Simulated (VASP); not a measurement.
# Ge: single point with RPBE

Ge:

```xyz
3
Lattice="4.8801 0.0000 0.0000 -2.4400 4.2263 0.0000 0.0000 0.0000 2.7742" Properties=species:S:1:pos:R:3 pbc="T T T"
Ge    0.0000    0.0000    2.7742
Ge    0.0000    2.8175    1.3871
Ge    2.4400    1.4088    1.3871
```

This isn't the form of Ge at room conditions, which is diamond.

```json
{
  "Program": "VASP 6.6.1",
  "Task": "single point",
  "Functional": "RPBE",
  "Potentials or basis": "VASP PAW PBE potentials, release 64 (Ge_d)",
  "Cutoff": "520 eV",
  "k mesh": "8 × 8 × 13",
  "Occupations": "fermi-dirac, width 0.1 eV",
  "Spin": "no spin polarisation"
}
```

```
Pressure               : 2.7 GPa
Band gap on the k mesh : zero (bands 21 and 22 overlap by 4.73 eV)
```

Stress tensor (GPa, compression positive):
```
2.29 0.00 0.00
0.00 2.29 0.00
0.00 0.00 3.54
```

Levels at points of the mesh, in eV from the Fermi level:
| k point | band 18 | band 19 | band 20 | band 21 | band 22 | band 23 | band 24 | band 25 |
| --- | --- | --- | --- | --- | --- | --- | --- | --- |
| (0.00, 0.00, 0.00) | -6.49 | -3.23 | -3.23 | -3.14 | -3.14 | 5.38 | 8.56 | 8.56 |
| (0.50, 0.00, 0.00) | -7.81 | -5.35 | 0.90 | 1.00 | 2.77 | 3.07 | 4.51 | 7.28 |

Wall time 39 s on 1 thread of AMD EPYC 9R45 (Zen 5), with other jobs on the host, peak memory 0.19 GiB.

Caveat: the PAW data sets were made with another functional, which shifts forces and pressure a little.
